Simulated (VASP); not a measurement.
# Mn (P6/mmm) in VASP: notebook

Runs on Mn. Level: PBEsol. Tasks: single point.

All numbers are computed with VASP 6.6.1; they aren't measurements. Logs are shortened: lines on timing, memory, paths and dates and some standing lists are left out, and cuts for length are marked.

## Step 1: The cell of the first run

Symmetry: P6/mmm, No. 191, hexagonal system. The conventional cell has a = 4.405 Å, b = 4.405 Å, c = 2.701 Å, α = 90.00°, β = 90.00°, γ = 120.00°. Within 3.6 Å of Mn (site symmetry 6/mmm) lie 14 Mn at 2.70 to 2.88 Å. Mn (site symmetry -6m2) has 11 Mn at 2.54 to 2.88 Å within 3.4 Å.

This isn't the form of Mn at room conditions, which is a 58-atom cubic cell.

## Step 2: Single point, PBEsol, collinear spin, ferromagnetic start

INCAR

```
PREC = Accurate
ENCUT = 520
EDIFF = 1E-6
ISMEAR = 0
SIGMA = 0.1
LREAL = F
LASPH = T
NELM = 150
ALGO = Normal
ISIF = 2
LWAVE = F
LCHARG = T
ISPIN = 2
MAGMOM = 4 4 4
LORBIT = 11
LMAXMIX = 4
GGA = PS
LELF = T
LVHAR = T
NBANDS = 30
```

KPOINTS

```
Automatic mesh
0
Gamma
  6 6 6
```

POSCAR

```
Mn
1.0
    4.4054360424      0.0000000000      0.0000000000
   -2.2027180212      3.8152195275      0.0000000000
    0.0000000000      0.0000000000      2.7007238347
Mn
3
Direct
    0.0000000000      0.0000000000      0.0000000000
    0.3333333333      0.6666666667      0.5000000000
    0.6666666667      0.3333333333      0.5000000000
```

Potentials or basis: VASP PAW PBE potentials, release 64 (Mn_pv).

The run is started by

```
$ cat potpaw_PBE.64/Mn_pv/POTCAR > POTCAR
$ mpirun -np 1 vasp_std > vasp.out
```

OUTCAR:

```text
PREC = Accurate
   ENCUT = 520
   EDIFF = 1E-6
   ISMEAR = 0
   LREAL = F
   LASPH = T
   NELM = 150
   ISIF = 2
   ISPIN = 2
   LORBIT = 11
   GGA = PS

 ion  position               nearest neighbor table
   1  0.000  0.000  0.000-   2 2.88   3 2.88   2 2.88   3 2.88   3 2.88   3 2.88   2 2.88   2 2.88
                             3 2.88   3 2.88   2 2.88   2 2.88
   2  0.333  0.667  0.500-   3 2.54   3 2.54   3 2.54   1 2.88   1 2.88   1 2.88   1 2.88   1 2.88
                             1 2.88
   3  0.667  0.333  0.500-   2 2.54   2 2.54   2 2.54   1 2.88   1 2.88   1 2.88   1 2.88   1 2.88
                             1 2.88

  LATTYP: Found a hexagonal cell.
 ALAT       =     4.4054360424
 C/A-ratio  =     0.6130434783

  Lattice vectors:

 A1 = (   4.4054360424,   0.0000000000,   0.0000000000)
 A2 = (  -2.2027180212,   3.8152195275,   0.0000000000)
 A3 = (   0.0000000000,   0.0000000000,   2.7007238347)

Analysis of symmetry for initial positions (statically):
=====================================================================
 Subroutine PRICEL returns:
 Original cell was already a primitive cell.

 Routine SETGRP: Setting up the symmetry group for a
 hexagonal supercell.

 Subroutine GETGRP returns: Found 24 space group operations
 (whereof 24 operations were pure point group operations)
 out of a pool of 24 trial point group operations.

The static configuration has the point symmetry D_6h.

Analysis of symmetry for dynamics (positions and initial velocities):
=====================================================================
 Subroutine PRICEL returns:
 Original cell was already a primitive cell.

 Routine SETGRP: Setting up the symmetry group for a
 hexagonal supercell.

 Subroutine GETGRP returns: Found 24 space group operations
 (whereof 24 operations were pure point group operations)
 out of a pool of 24 trial point group operations.

The dynamic configuration has the point symmetry D_6h.

Analysis of structural, dynamic, and magnetic symmetry:
=====================================================================
 Subroutine PRICEL returns:
 Original cell was already a primitive cell.

 Routine SETGRP: Setting up the symmetry group for a
 hexagonal supercell.

 Subroutine GETGRP returns: Found 24 space group operations
 (whereof 24 operations were pure point group operations)
 out of a pool of 24 trial point group operations.

The overall configuration has the point symmetry D_6h.

 Subroutine INISYM returns: Found 24 space group operations
 (whereof 24 operations are pure point group operations),
 and found     1 'primitive' translations

----------------------------------------------------------------------------------------

                                     Primitive cell

  volume of cell :      45.3930

  direct lattice vectors                    reciprocal lattice vectors
     4.405436042  0.000000000  0.000000000     0.226992286  0.131054058  0.000000000
    -2.202718021  3.815219528  0.000000000     0.000000000  0.262108115  0.000000000
     0.000000000  0.000000000  2.700723835     0.000000000  0.000000000  0.370271106

  length of vectors
     4.405436042  4.405436042  2.700723835     0.262108115  0.262108115  0.370271106

  position of ions in fractional coordinates (direct lattice)
     0.000000000  0.000000000  0.000000000
     0.333333333  0.666666667  0.500000000
     0.666666667  0.333333333  0.500000000

  ion indices of the primitive-cell ions
   primitive index   ion index
                 1           1
                 2           2
                 3           3

----------------------------------------------------------------------------------------

 KPOINTS: Automatic mesh

Automatic generation of k-mesh.
 Grid dimensions read from file:
 generate k-points for:    6    6    6

 Generating k-lattice:

  Cartesian coordinates                     Fractional coordinates (reciprocal lattice)
     0.037832048  0.021842343  0.000000000     0.166666667  0.000000000  0.000000000
     0.000000000  0.043684686  0.000000000     0.000000000  0.166666667  0.000000000
     0.000000000  0.000000000  0.061711851     0.000000000  0.000000000  0.166666667

  Length of vectors
     0.043684686  0.043684686  0.061711851

  Shift w.r.t. Gamma in fractional coordinates (k-lattice)
     0.000000000  0.000000000  0.000000000

 Subroutine IBZKPT returns following result:
 ===========================================

 Found     28 irreducible k-points:

 Following reciprocal coordinates:
            Coordinates               Weight
  0.000000  0.000000  0.000000      1.000000
  0.166667 -0.000000  0.000000      6.000000
  0.333333 -0.000000  0.000000      6.000000
  0.500000 -0.000000  0.000000      3.000000
  0.166667  0.166667  0.000000      6.000000
  0.333333  0.166667  0.000000     12.000000
[... 16 lines left out ...]
  0.166667 -0.000000  0.500000      6.000000
  0.333333 -0.000000  0.500000      6.000000
 [... further k-points ...]
   k-points           NKPTS =     28   k-points in BZ     NKDIM =     28   number of bands    NBANDS=     30
   number of dos      NEDOS =    301   number of ions     NIONS =      3
   total plane-waves  NPLWV =  25920
   dimension x,y,z NGX =    36 NGY =   36 NGZ =   20
   dimension x,y,z NGXF=    72 NGYF=   72 NGZF=   40
   ions per type =               3
   NGX,Y,Z   is equivalent  to a cutoff of  13.59, 13.59, 12.31 a.u.
   NGXF,Y,Z  is equivalent  to a cutoff of  27.17, 27.17, 24.62 a.u.
 SYSTEM =  unknown system
   PREC   = accura    normal or accurate (medium, high low for compatibility)
   ISTART =      0    job   : 0-new  1-cont  2-samecut
   ICHARG =      2    charge: 1-file 2-atom 10-const
   ISPIN  =      2    spin polarized calculation?
   LNONCOLLINEAR =      F non collinear calculations
   LSORBIT =      F    spin-orbit coupling
   LASPH  =      T    aspherical Exc in radial PAW
   ENCUT  =  520.0 eV  38.22 Ry    6.18 a.u.   8.19  8.19  5.02*2*pi/ulx,y,z
   NELM   =    150;   NELMIN=  2; NELMDL= -5     # of ELM steps
   EDIFF  = 0.1E-05   stopping-criterion for ELM
   LREAL  =      F    real-space projection
   EDIFFG = 0.1E-04   stopping-criterion for IOM
   NSW    =      0    number of steps for IOM
   IBRION =     -1    ionic relax: 0-MD 1-quasi-New 2-CG
   NFREE  =      0    steps in history (QN), initial steepest desc. (CG)
   ISIF   =      2    stress and relaxation
   ISYM   =      2    0-nonsym 1-usesym 2-fastsym
   POTIM  = 0.5000    time-step for ionic-motion
   TEBEG  =    0.0;   TEEND  =   0.0 temperature during run
   PSTRESS=    0.0 pullay stress
   NELECT =      39.0000    total number of electrons
   NUPDOWN=      -1.0000    fix difference up-down
   EMIN   =  10.00;   EMAX   =-10.00  energy-range for DOS
   EFERMI =   0.00;   METHOD = LEGACY
   ISMEAR =     0;   SIGMA  =   0.10  broadening in eV -4-tet -1-fermi 0-gaus
   EFERMI_NEDOS =   21; number of points for ismear=-14 and -15
   IALGO  =     38    algorithm
   IMIX   =      4    mixing-type and parameters
     AMIX     =   0.40;   BMIX     =  1.00
     AMIX_MAG =   1.60;   BMIX_MAG =  1.00
  volume/ion in A,a.u.               =      15.13       102.11
  Fermi-wavevector in a.u.,A,eV,Ry     =   1.556325  2.941027 32.955298  2.422146
  Thomas-Fermi vector in A             =   2.660137
   LORBIT       =     11    0 simple, 1 ext, 2 COOP (PROOUT), +10 PAW based schemes
   GGA     = PS    functional components
   LHFCALC =     F    Hartree Fock is set to
   AEXX    =    0.0000 exact exchange contribution
   IVDW    =     0    specifies the selected vdW correction
   LEPSILON=     F    determine dielectric tensor
   LRPA    =     F    only Hartree local field effects (RPA)
 spin polarized calculation
 Gauss-broadening in eV      SIGMA  =   0.10
  energy-cutoff  :      520.00
  volume of cell :       45.39
 maximum number of plane-waves:      1252
 NGX is ok and might be reduce to    36
   NGX = 17   NGY = 17   NGZ = 11

 number of electron      39.0000000 magnetization      12.0000000

 number of electron      39.0000039 magnetization       9.3364078

 Free energy of the ion-electron system (eV)
  ---------------------------------------------------
  ext. energy  EPLUGINS =         0.00000000
  ---------------------------------------------------
  free energy    TOTEN  =       -26.62760122 eV

  energy without entropy =      -26.60158238  energy(sigma->0) =      -26.61459180

 E-fermi :   6.4908     XC(G=0): -12.1209

 val. band max:        6.4818717705   @ k =   0.3333   0.3333   0.0000
 cond. band min:       6.4943535564   @ k =   0.0000   0.0000   0.0000
 fundamental gap:      0.0124817859
 Fermi energy:         6.4908100564

 spin component 1

 k-point     1 :       0.0000    0.0000    0.0000
  band No.  band energies     occupation
      1     -42.5573      1.00000
      2     -42.5573      1.00000
      3     -42.3693      1.00000
      4     -42.2939      1.00000
      5     -42.2939      1.00000
      6     -42.1391      1.00000
[... 781 lines left out ...]
     29      13.8216      0.00000
     30      14.3460      0.00000

 [... further k-points ...]

 spin component 2

 k-point     1 :       0.0000    0.0000    0.0000
  band No.  band energies     occupation
      1     -39.3836      1.00000
      2     -39.3836      1.00000
      3     -39.1761      1.00000
      4     -39.1761      1.00000
      5     -38.9814      1.00000
      6     -38.9321      1.00000
[... 781 lines left out ...]
     29      15.1564      0.00000
     30      15.7349      0.00000

 [... further k-points ...]

------------------------ aborting loop because EDIFF is reached ----------------------------------------

  FORCE on cell =-STRESS in cart. coord.  units (eV):
  Direction    XX          YY          ZZ          XY          YZ          ZX
  --------------------------------------------------------------------------------------
  -------------------------------------------------------------------------------------
  Total       -5.2241925     -5.2241925     -4.4473293      0.0000000      0.0000000      0.0000000
  in kB     -184.3916045   -184.3916045   -156.9716626      0.0000000      0.0000000      0.0000000
  external PRESSURE =    -175.2516239 kB  Pullay stress =       0.0000000 kB

 VOLUME and BASIS-vectors are now :
 -----------------------------------------------------------------------------
  energy-cutoff  :      520.00
  volume of cell :       45.39
      direct lattice vectors                 reciprocal lattice vectors
     4.405436042  0.000000000  0.000000000     0.226992286  0.131054058  0.000000000
    -2.202718021  3.815219528  0.000000000     0.000000000  0.262108115  0.000000000
     0.000000000  0.000000000  2.700723835     0.000000000  0.000000000  0.370271106

 POSITION                                       TOTAL-FORCE (eV/Angst)
 -----------------------------------------------------------------------------------
      0.00000      0.00000      0.00000        -0.000000      0.000000     -0.000000
     -0.00000      2.54348      1.35036         0.000000      0.000000      0.000000
      2.20272      1.27174      1.35036         0.000000      0.000000     -0.000000
 -----------------------------------------------------------------------------------
    total drift:                                0.000000      0.000000     -0.000000

  FREE ENERGIE OF THE ION-ELECTRON SYSTEM (eV)
  ---------------------------------------------------
  free  energy   TOTEN  =       -26.6276012234 eV

  energy  without entropy=      -26.6015823795  energy(sigma->0) =      -26.61459180

 total charge

# of ion       s       p       d       tot
------------------------------------------
    1        0.314   6.224   4.930  11.468
    2        0.334   6.225   5.010  11.568
    3        0.334   6.225   5.010  11.568
--------------------------------------------------
tot          0.982  18.674  14.950  34.605

 magnetization (x)

# of ion       s       p       d       tot
------------------------------------------
    1       -0.003  -0.004   3.449   3.442
    2       -0.003   0.008   2.821   2.827
    3       -0.003   0.008   2.821   2.827
--------------------------------------------------
tot         -0.009   0.013   9.092   9.095
```

Run time: 1.8 min. Hardware: 1 thread of Intel Xeon Platinum 8259CL at 2.50GHz (Skylake/Cascade Lake), shared host; peak memory 0.21 GiB.

What came out:

```
Free energy                                           : -26.6276 eV
Pressure                                              : -17.5 GPa
Net moment                                            : 9.34 μB per cell
Site moments                                          : Mn +3.44, +2.83 (each value once) μB
Valence electrons inside the program's atomic spheres : Mn 11.47, 11.57 (each value once)
```

Levels at points of the mesh, in eV from the Fermi level:
Spin up:
| k point | band 21 | band 22 | band 23 | band 24 | band 25 | band 26 | band 27 | band 28 |
| --- | --- | --- | --- | --- | --- | --- | --- | --- |
| (0.00, 0.00, 0.00) | -1.13 | -1.02 | -1.02 | 0.00 | 0.00 | 5.41 | 5.41 | 5.43 |
| (0.50, 0.00, 0.00) | -0.62 | -0.35 | -0.29 | -0.20 | 0.08 | 0.13 | 0.20 | 5.56 |
| (0.00, 0.00, 0.50) | -0.55 | -0.08 | -0.08 | 0.55 | 0.91 | 1.79 | 7.94 | 8.43 |
| (0.50, 0.00, 0.50) | -0.36 | -0.26 | -0.25 | 0.37 | 1.59 | 1.80 | 4.38 | 4.83 |
Spin down:
| k point | band 13 | band 14 | band 15 | band 16 | band 17 | band 18 |
| --- | --- | --- | --- | --- | --- | --- |
| (0.00, 0.00, 0.00) | -0.58 | -0.45 | -0.45 | 0.08 | 0.93 | 1.31 |
| (0.50, 0.00, 0.00) | -0.21 | -0.11 | -0.02 | 0.55 | 0.75 | 0.87 |
| (0.00, 0.00, 0.50) | -1.23 | -1.03 | -1.03 | 0.99 | 0.99 | 1.18 |
| (0.50, 0.00, 0.50) | -0.59 | -0.50 | -0.50 | 0.59 | 0.87 | 0.95 |

Caveat: the k points lie up to 0.39 Å⁻¹ apart; the PAW data sets were made with another functional, which shifts forces and pressure a little.

(Continued in part 2 of 2.)
